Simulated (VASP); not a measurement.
Set up this calculation in VASP 6.6.1, as the native input.

| Item | Value |
| --- | --- |
| Task | single point |
| Functional | PBEsol |
| Potentials or basis | VASP PAW PBE potentials, release 64 (B, N) |
| Cutoff | 520 eV |
| k mesh | 12 × 12 × 4 |
| Occupations | gaussian, width 0.05 eV |
| Spin | no spin polarisation |
| Dipole correction | no |
| Further INCAR settings | ALGO = Normal; EDIFF = 1e-06; NBANDS = 16 |

The structure of BN lies in POSCAR:

```
BN
1.0
    2.5043488457      0.0000000000      0.0000000000
   -1.2521744229      2.1688297203      0.0569317802
    0.0000000000      0.1842512614      7.0190956742
B N
2 2
Direct
    0.3333333333      0.6666666667      0.2500000000
    0.6666666667      0.3333333333      0.7500000000
    0.3333333333      0.6666666667      0.7500000000
    0.6666666667      0.3333333333      0.2500000000
```

This cell differs from its parent crystal: strain +0.0525 x Voigt [0, 0, 0, 1, 0, 0].

The input as run:

INCAR

```
ALGO     = Normal         # electronic algorithm
EDIFF    = 1E-6           # SCF threshold, eV
ENCUT    = 520            # plane-wave cutoff, eV
GGA      = PS             # functional
ISIF     = 2              # what is computed and relaxed
ISMEAR   = 0              # smearing method
LASPH    = T              # aspherical terms in the spheres
LCHARG   = T              # write CHGCAR
LELF     = T              # ELF
LREAL    = F              # projectors in reciprocal space
LVHAR    = T            
LWAVE    = F              # write WAVECAR
NBANDS   = 16             # bands
NELM     = 100            # most SCF steps
PREC     = Accurate       # precision mode
SIGMA    = 0.05           # smearing width, eV
```

KPOINTS

```
k-points
0
Gamma
  12 12 4
```

Potentials or basis: VASP PAW PBE potentials, release 64 (B, N).

Run with:

```bash
$ cat potpaw_PBE.64/B/POTCAR potpaw_PBE.64/N/POTCAR > POTCAR
$ mpirun -np 1 vasp_std > vasp.out
```

Results of the run:

```yaml
Pressure: 0.2 GPa
Largest_force: 0.004 eV/Å
Band_gap_on_the_k_mesh: 4.20 eV, indirect (least direct gap 4.41 eV)
```

Caveat: the cell differs from its parent crystal (strain +0.0525 x Voigt [0, 0, 0, 1, 0, 0]); the PAW data sets were made with another functional, which shifts forces and pressure a little; this functional lacks dispersion, which binds the layers, so the pressure and a relaxed spacing across them are unreliable.

It took 2 min on 1 thread of Intel(R) Xeon(R) Platinum 8259CL CPU @ 2.50GHz (Skylake/Cascade Lake), on a shared host, peak memory 0.21 GiB.
